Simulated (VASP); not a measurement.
Here is a VASP 6.6.1 calculation.

The input INCAR:

```
SYSTEM = SnSe2
PREC = Accurate
ENCUT = 520
EDIFF = 1E-7
ISMEAR = -1
SIGMA = 0.02
LREAL = .FALSE.
LASPH = .TRUE.
NELM = 60
ALGO = Normal
ISIF = 2
LWAVE = .FALSE.
LCHARG = .FALSE.
GGA = PE
NBANDS = 20
```

Contents of KPOINTS:

```
Automatic mesh
0
G
  12 12 4
  0 0 0
```

File POSCAR:

```
SnSe2
1.0
    3.8251491970      0.0000000000      0.0000000000
   -1.9125745985      3.3126763779      0.0000000000
    0.0000000000      0.0000000000      6.2270814990
Sn Se
1 2
Direct
    0.0000000000      0.0000000000      0.0000000000
    0.3333333333      0.6666666667      0.2530781084
    0.6666666667      0.3333333333      0.7469218916
```

Potentials or basis: VASP PAW PBE potentials, release 64 (Sn_d, Se).

Launch:

```sh
$ cat potpaw_PBE.64/Sn_d/POTCAR potpaw_PBE.64/Se/POTCAR > POTCAR
$ mpirun -np 1 vasp_std > vasp.out
```

Problem. Estimate the band gap on the k mesh.

Solution. 0.74 eV (least direct gap 1.12 eV).

Problem. What does it give for the largest force?

Solution. 0.275 eV/Å.

Problem. Predict the pressure.

Solution. 3.0 GPa.

Forces in eV/Å, atoms in the order of the input:
```
Sn   0.000  0.000  0.000
Se   0.000  0.000  0.275
Se   0.000  0.000 -0.275
```

Caveat: spin-orbit coupling is left out, which moves the levels of the heavy elements; this functional lacks dispersion, which binds the layers, so the pressure and a relaxed spacing across them are unreliable. A k mesh can miss the band edges.
